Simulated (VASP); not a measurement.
Input of a VASP 6.6.1 run:

File INCAR:

```
PREC = Accurate
ENCUT = 700
EDIFF = 1E-6
ISMEAR = 0
SIGMA = 0.1
LREAL = False
LASPH = True
NELM = 120
ALGO = Normal
ISIF = 2
LWAVE = False
LCHARG = False
GGA = PE
NBANDS = 24
GGA_COMPAT = False
```

Contents of KPOINTS:

```
Automatic mesh
0
Gamma
  10 10 12
```

Contents of POSCAR:

```
Be3OsC2
1.0
    2.0019417140     -4.0654067900      0.0000000000
    2.0019417140      4.0654067900      0.0000000000
    0.0000000000      0.0000000000      3.0228369376
Be Os C
3 1 2
Direct
    0.2002253622      0.7997746378      0.0000000000
    0.7997746378      0.2002253622      0.0000000000
    0.0000000000      0.0000000000      0.5000000000
    0.5000000000      0.5000000000      0.0000000000
    0.0000000000      0.5000000000      0.5000000000
    0.5000000000      0.0000000000      0.5000000000
```

Potentials or basis: VASP PAW PBE potentials, release 64 (Be, Os_sv_GW, C).

Run with:

```bash
$ cat potpaw_PBE.64/Be/POTCAR potpaw_PBE.64/Os_sv_GW/POTCAR potpaw_PBE.64/C/POTCAR > POTCAR
$ mpirun -np 1 vasp_std > vasp.out
```

(1) Predict the largest force.

(2) What does it give for the band gap on the k mesh?

(3) Predict the pressure.

Answers

(1) 0.007 eV/Å.

(2) zero (bands 15 and 16 overlap by 1.88 eV).

(3) 0.0 GPa.

Caveat: spin-orbit coupling is left out, which moves the levels of the heavy elements.
